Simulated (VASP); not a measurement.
# Sb (Pm-3m) in VASP: further runs, part 2 of 2

VASP 6.6.1. Earlier steps stand in the parts before.

## Step 4: Single point, LDA

This run uses another cell than the first one, of 30.92 Å³/atom, 0.980 times its volume.

The input, INCAR:

```
ALGO = Normal ; EDIFF = 1E-6
ENCUT = 520 ; GGA = CA
ISIF = 2 ; ISMEAR = -1
LASPH = True ; LCHARG = False
LREAL = False ; LWAVE = False
NBANDS = 8 ; NELM = 80
PREC = Accurate ; SIGMA = 0.05
```

The input, KPOINTS:

```
k-points
0
Gamma
  8 8 8
```

The input, POSCAR:

```
Sb
1.0
    3.1387913073      0.0000000000      0.0000000000
    0.0000000000      3.1387913073      0.0000000000
    0.0000000000      0.0000000000      3.1387913073
Sb
1
Direct
    0.0000000000      0.0000000000      0.0000000000
```

Potentials or basis: VASP PAW LDA potentials, release 64 (Sb).

Command:

```sh
cat potpaw_LDA.64/Sb/POTCAR > POTCAR
mpirun -np 1 vasp_std > vasp.out
```

OUTCAR:

```text
EDIFF = 1E-6
   ENCUT = 520
   GGA = CA
   ISIF = 2
   ISMEAR = -1
   LASPH = True
   LREAL = False
   NELM = 80
   PREC = Accurate

 ion  position               nearest neighbor table
   1  0.000  0.000  0.000-

  LATTYP: Found a simple cubic cell.
 ALAT       =     3.1387913073

  Lattice vectors:

 A1 = (   3.1387913073,   0.0000000000,   0.0000000000)
 A2 = (   0.0000000000,   3.1387913073,   0.0000000000)
 A3 = (   0.0000000000,   0.0000000000,   3.1387913073)

Analysis of symmetry for initial positions (statically):
=====================================================================
 Subroutine PRICEL returns:
 Original cell was already a primitive cell.

 Routine SETGRP: Setting up the symmetry group for a
 simple cubic supercell.

 Subroutine GETGRP returns: Found 48 space group operations
 (whereof 48 operations were pure point group operations)
 out of a pool of 48 trial point group operations.

The static configuration has the point symmetry O_h .

Analysis of symmetry for dynamics (positions and initial velocities):
=====================================================================
 Subroutine PRICEL returns:
 Original cell was already a primitive cell.

 Routine SETGRP: Setting up the symmetry group for a
 simple cubic supercell.

 Subroutine GETGRP returns: Found 48 space group operations
 (whereof 48 operations were pure point group operations)
 out of a pool of 48 trial point group operations.

The dynamic configuration has the point symmetry O_h .

 Subroutine INISYM returns: Found 48 space group operations
 (whereof 48 operations are pure point group operations),
 and found     1 'primitive' translations

----------------------------------------------------------------------------------------

                                     Primitive cell

  volume of cell :      30.9234

  direct lattice vectors                    reciprocal lattice vectors
     3.138791307  0.000000000  0.000000000     0.318593975  0.000000000  0.000000000
     0.000000000  3.138791307  0.000000000     0.000000000  0.318593975  0.000000000
     0.000000000  0.000000000  3.138791307     0.000000000  0.000000000  0.318593975

  length of vectors
     3.138791307  3.138791307  3.138791307     0.318593975  0.318593975  0.318593975

  position of ions in fractional coordinates (direct lattice)
     0.000000000  0.000000000  0.000000000

  ion indices of the primitive-cell ions
   primitive index   ion index
                 1           1

----------------------------------------------------------------------------------------

 KPOINTS: k-points

Automatic generation of k-mesh.
 Grid dimensions read from file:
 generate k-points for:    8    8    8

 Generating k-lattice:

  Cartesian coordinates                     Fractional coordinates (reciprocal lattice)
     0.039824247  0.000000000  0.000000000     0.125000000  0.000000000  0.000000000
     0.000000000  0.039824247  0.000000000     0.000000000  0.125000000  0.000000000
     0.000000000  0.000000000  0.039824247     0.000000000  0.000000000  0.125000000

  Length of vectors
     0.039824247  0.039824247  0.039824247

  Shift w.r.t. Gamma in fractional coordinates (k-lattice)
     0.000000000  0.000000000  0.000000000

 Subroutine IBZKPT returns following result:
 ===========================================

 Found     35 irreducible k-points:

 Following reciprocal coordinates:
            Coordinates               Weight
  0.000000  0.000000  0.000000      1.000000
  0.125000  0.000000  0.000000      6.000000
  0.250000  0.000000  0.000000      6.000000
  0.375000  0.000000  0.000000      6.000000
  0.500000  0.000000  0.000000      3.000000
  0.125000  0.125000  0.000000     12.000000
[... 16 lines left out ...]
  0.375000  0.375000  0.125000     24.000000
  0.500000  0.375000  0.125000     24.000000
 [... further k-points ...]
   k-points           NKPTS =     35   k-points in BZ     NKDIM =     35   number of bands    NBANDS=      8
   number of dos      NEDOS =    301   number of ions     NIONS =      1
   total plane-waves  NPLWV =  13824
   dimension x,y,z NGX =    24 NGY =   24 NGZ =   24
   dimension x,y,z NGXF=    48 NGYF=   48 NGZF=   48
   ions per type =               1
   NGX,Y,Z   is equivalent  to a cutoff of  12.71, 12.71, 12.71 a.u.
   NGXF,Y,Z  is equivalent  to a cutoff of  25.42, 25.42, 25.42 a.u.
 SYSTEM =  unknown system
   PREC   = accura    normal or accurate (medium, high low for compatibility)
   ISTART =      0    job   : 0-new  1-cont  2-samecut
   ICHARG =      2    charge: 1-file 2-atom 10-const
   ISPIN  =      1    spin polarized calculation?
   LNONCOLLINEAR =      F non collinear calculations
   LSORBIT =      F    spin-orbit coupling
   LASPH  =      T    aspherical Exc in radial PAW
   ENCUT  =  520.0 eV  38.22 Ry    6.18 a.u.   5.84  5.84  5.84*2*pi/ulx,y,z
   NELM   =     80;   NELMIN=  2; NELMDL= -5     # of ELM steps
   EDIFF  = 0.1E-05   stopping-criterion for ELM
   LREAL  =      F    real-space projection
   EDIFFG = 0.1E-04   stopping-criterion for IOM
   NSW    =      0    number of steps for IOM
   IBRION =     -1    ionic relax: 0-MD 1-quasi-New 2-CG
   NFREE  =      0    steps in history (QN), initial steepest desc. (CG)
   ISIF   =      2    stress and relaxation
   ISYM   =      2    0-nonsym 1-usesym 2-fastsym
   POTIM  = 0.5000    time-step for ionic-motion
   TEBEG  =    0.0;   TEEND  =   0.0 temperature during run
   PSTRESS=    0.0 pullay stress
   NELECT =       5.0000    total number of electrons
   NUPDOWN=      -1.0000    fix difference up-down
   EMIN   =  10.00;   EMAX   =-10.00  energy-range for DOS
   EFERMI =   0.00;   METHOD = LEGACY
   ISMEAR =    -1;   SIGMA  =   0.05  broadening in eV -4-tet -1-fermi 0-gaus
   EFERMI_NEDOS =   21; number of points for ismear=-14 and -15
   IALGO  =     38    algorithm
   IMIX   =      4    mixing-type and parameters
     AMIX     =   0.40;   BMIX     =  1.00
     AMIX_MAG =   1.60;   BMIX_MAG =  1.00
  volume/ion in A,a.u.               =      30.92       208.68
  Fermi-wavevector in a.u.,A,eV,Ry     =   0.891872  1.685393 10.822552  0.795435
  Thomas-Fermi vector in A             =   2.013748
   LORBIT       =      0    0 simple, 1 ext, 2 COOP (PROOUT), +10 PAW based schemes
   GGA     = CA    functional components
   LHFCALC =     F    Hartree Fock is set to
   AEXX    =    0.0000 exact exchange contribution
   IVDW    =     0    specifies the selected vdW correction
   LEPSILON=     F    determine dielectric tensor
   LRPA    =     F    only Hartree local field effects (RPA)
 non-spin polarized calculation
  energy-cutoff  :      520.00
  volume of cell :       30.92
 maximum number of plane-waves:       852
 NGX is ok and might be reduce to    24
   NGX = 11   NGY = 11   NGZ = 11

 number of electron       5.0000000 magnetization

 Free energy of the ion-electron system (eV)
  ---------------------------------------------------
  ext. energy  EPLUGINS =         0.00000000
  ---------------------------------------------------
  free energy    TOTEN  =        -4.73536576 eV

  energy without entropy =       -4.72815727  energy(sigma->0) =       -4.73176151

 E-fermi :   6.4824     XC(G=0):  -9.6547

 val. band max:        6.4733390419   @ k =   0.3750   0.2500   0.1250
 cond. band min:       6.7046268752   @ k =   0.2500   0.2500   0.2500
 fundamental gap:      0.2312878333
 Fermi energy:         6.4823994274

 k-point     1 :       0.0000    0.0000    0.0000
  band No.  band energies     occupation
      1      -5.5914      2.00000
      2       9.6771      0.00000
      3       9.6771      0.00000
      4       9.6771      0.00000
      5      13.4090      0.00000
      6      13.4090      0.00000
      7      14.5130      0.00000
      8      22.8969      0.00000

 k-point     2 :       0.1250    0.0000    0.0000
  band No.  band energies     occupation
      1      -5.3753      2.00000
      2       7.5769      0.00000
      3       9.8853      0.00000
      4       9.8853      0.00000
      5      13.5796      0.00000
      6      14.2149      0.00000
      7      16.2624      0.00000
      8      21.7561      0.00000
[... 221 lines left out ...]
 k-point    23 :       0.3750    0.3750    0.1250
  band No.  band energies     occupation
      1      -1.8893      2.00000
      2       3.9227      2.00000
      3       4.2090      2.00000
      4      10.6289      0.00000
      5      10.9320      0.00000
      6      16.7169      0.00000
      7      17.0337      0.00000
      8      19.3796      0.00000

 k-point    24 :       0.5000    0.3750    0.1250
  band No.  band energies     occupation
      1      -1.3094      2.00000
      2       2.9694      2.00000
      3       4.5025      2.00000
      4       9.9198      0.00000
      5      11.2176      0.00000
      6      16.1077      0.00000
      7      17.3757      0.00000
      8      19.8792      0.00000

 [... further k-points ...]
[... 5 lines left out ...]
  --------------------------------------------------------------------------------------
  -------------------------------------------------------------------------------------
  Total       -0.9162327     -0.9162327     -0.9162327     -0.0000000      0.0000000     -0.0000000
  in kB      -47.4710744    -47.4710744    -47.4710744     -0.0000000      0.0000000     -0.0000000
  external PRESSURE =     -47.4710744 kB  Pullay stress =       0.0000000 kB

 VOLUME and BASIS-vectors are now :
 -----------------------------------------------------------------------------
  energy-cutoff  :      520.00
  volume of cell :       30.92
      direct lattice vectors                 reciprocal lattice vectors
     3.138791307  0.000000000  0.000000000     0.318593975  0.000000000  0.000000000
     0.000000000  3.138791307  0.000000000     0.000000000  0.318593975  0.000000000
     0.000000000  0.000000000  3.138791307     0.000000000  0.000000000  0.318593975

 POSITION                                       TOTAL-FORCE (eV/Angst)
 -----------------------------------------------------------------------------------
      0.00000      0.00000      0.00000         0.000000      0.000000      0.000000
 -----------------------------------------------------------------------------------
    total drift:                               -0.000000      0.000000      0.000000

  FREE ENERGIE OF THE ION-ELECTRON SYSTEM (eV)
  ---------------------------------------------------
  free  energy   TOTEN  =        -4.7353657632 eV

  energy  without entropy=       -4.7281572663  energy(sigma->0) =       -4.73176151
```

Wall time 2.8 s (1 thread of Intel Xeon Platinum 8488C (Sapphire Rapids), shared host); peak memory 0.12 GiB.

Results:

```
Free energy : -4.7354 eV
Pressure    : -4.7 GPa
```

Levels at points of the mesh, in eV from the Fermi level:
```
           k point  band 1  band 2  band 3  band 4  band 5  band 6
(0.00, 0.00, 0.00)  -12.07    3.19    3.19    3.19    6.93    6.93
(0.50, 0.00, 0.00)   -9.80   -5.25    5.06    5.06    8.84   10.52
(0.50, 0.50, 0.00)   -7.41   -3.30   -3.30    2.39    6.93   12.26
(0.50, 0.50, 0.50)   -4.78   -1.48   -1.48   -1.48    4.96    4.96
```

Caveat: spin-orbit coupling is left out, which moves the levels of the heavy elements.

## Step 5: Single point, LDA

The input, INCAR:

```
SYSTEM = Sb
PREC = Accurate ; ENCUT = 520
EDIFF = 1E-6 ; ISMEAR = -1
SIGMA = 0.05 ; LREAL = .False.
LASPH = .True. ; NELM = 100
ALGO = Normal ; ISIF = 2
LWAVE = .False. ; LCHARG = .False.
GGA = CA ; NBANDS = 8
```

The input, KPOINTS:

```
Automatic mesh
0
Gamma
  8 8 8
  0 0 0
```

The input, POSCAR:

```
Sb
1.0
    3.1600000000      0.0000000000      0.0000000000
    0.0000000000      3.1600000000      0.0000000000
    0.0000000000      0.0000000000      3.1600000000
Sb
1
Direct
    0.0000000000      0.0000000000      0.0000000000
```

Command:

```sh
cat potpaw_LDA.64/Sb/POTCAR > POTCAR
mpirun -np 1 vasp_std > vasp.out
```

Wall time 3 s (1 thread of Intel Xeon Platinum 8488C (Sapphire Rapids), shared host); peak memory 0.12 GiB.

It converged, with:

* Free energy: -4.7150 eV
* Pressure: -5.6 GPa

Levels at points of the mesh, in eV from the Fermi level:
```tsv
k point	band 1	band 2	band 3	band 4	band 5	band 6
(0.00, 0.00, 0.00)	-11.93	3.14	3.14	3.14	6.91	6.91
(0.50, 0.00, 0.00)	-9.73	-5.12	4.95	4.95	8.79	10.46
(0.50, 0.50, 0.00)	-7.42	-3.22	-3.22	2.46	6.74	12.12
(0.50, 0.50, 0.50)	-4.90	-1.44	-1.44	-1.44	4.98	4.98
```

Caveat: spin-orbit coupling is left out, which moves the levels of the heavy elements.

## Step 6: Single point, r2SCAN

This run uses another cell than the first one, of 29.66 Å³/atom, 0.940 times its volume.

The input, POSCAR:

```
Sb
1.0
    3.0954921035      0.0000000000      0.0000000000
    0.0000000000      3.0954921035      0.0000000000
    0.0000000000      0.0000000000      3.0954921035
Sb
1
Direct
    0.0000000000      0.0000000000      0.0000000000
```

The input, INCAR.step1:

```
ALGO = Normal
EDIFF = 1E-4
ENCUT = 520
GGA = PE
ISMEAR = -1
LASPH = True
LCHARG = False
LREAL = False
LWAVE = True
NBANDS = 8
NELM = 60
PREC = Accurate
SIGMA = 0.05
```

The input, INCAR.step2:

```
ALGO = Normal
EDIFF = 1E-7
ENCUT = 520
ISIF = 2
ISMEAR = -1
ISTART = 1
LASPH = True
LCHARG = False
LMIXTAU = True
LREAL = False
LWAVE = False
METAGGA = R2SCAN
NBANDS = 8
NELM = 60
PREC = Accurate
SIGMA = 0.05
```

The input, KPOINTS:

```
k-points
0
Gamma
  8 8 8
```

Potentials or basis: VASP PAW PBE potentials, release 64 (Sb).

Command:

```sh
cat potpaw_PBE.64/Sb/POTCAR > POTCAR
cp INCAR.step1 INCAR
mpirun -np 1 vasp_std > vasp.out
cp INCAR.step2 INCAR
mpirun -np 1 vasp_std > vasp.out
```

Run time: 16 s. Hardware: 1 thread of Intel Xeon Platinum 8488C (Sapphire Rapids), shared host; peak memory 0.14 GiB.

Results (log left out):

```yaml
Free_energy: -25.6186 eV
Pressure: 0.1 GPa
```

Levels at points of the mesh, in eV from the Fermi level:
```
           k point  band 1  band 2  band 3  band 4  band 5  band 6
(0.00, 0.00, 0.00)  -12.97    3.51    3.51    3.51    7.30    7.30
(0.50, 0.00, 0.00)  -10.38   -5.86    5.66    5.66    9.41   11.41
(0.50, 0.50, 0.00)   -7.57   -3.76   -3.76    2.51    7.89   13.60
(0.50, 0.50, 0.50)   -4.37   -1.77   -1.77   -1.77    5.22    5.22
```

Caveat: the PAW data sets were made with another functional, which shifts forces and pressure a little; spin-orbit coupling is left out, which moves the levels of the heavy elements.

## Step 7: Summary

```tsv
level	potentials or basis	cell	gap on the mesh (eV)	pressure (GPa)
PBE	VASP PAW PBE potentials, release 64 (Sb)	a = 3.160 Å, 1 atom	none	-2.3
LDA	VASP PAW LDA potentials, release 64 (Sb)	a = 3.117 Å, 1 atom	none	-3.8
LDA	VASP PAW LDA potentials, release 64 (Sb)	a = 3.139 Å, 1 atom	none	-4.7
LDA	VASP PAW LDA potentials, release 64 (Sb)	a = 3.160 Å, 1 atom	none	-5.6
r2SCAN	VASP PAW PBE potentials, release 64 (Sb)	a = 3.095 Å, 1 atom	none	0.1
```

Alike in all rows: task single point; no spin polarisation; k mesh 8 × 8 × 8; cutoff (eV) 520; smearing fermi-dirac 0.05 eV.

Caveats: spin-orbit coupling is left out, which moves the levels of the heavy elements; the PAW data sets were made with another functional, which shifts forces and pressure a little (some runs).

Total energies depend on the potentials used, so only differences within one code and one set of settings carry meaning.
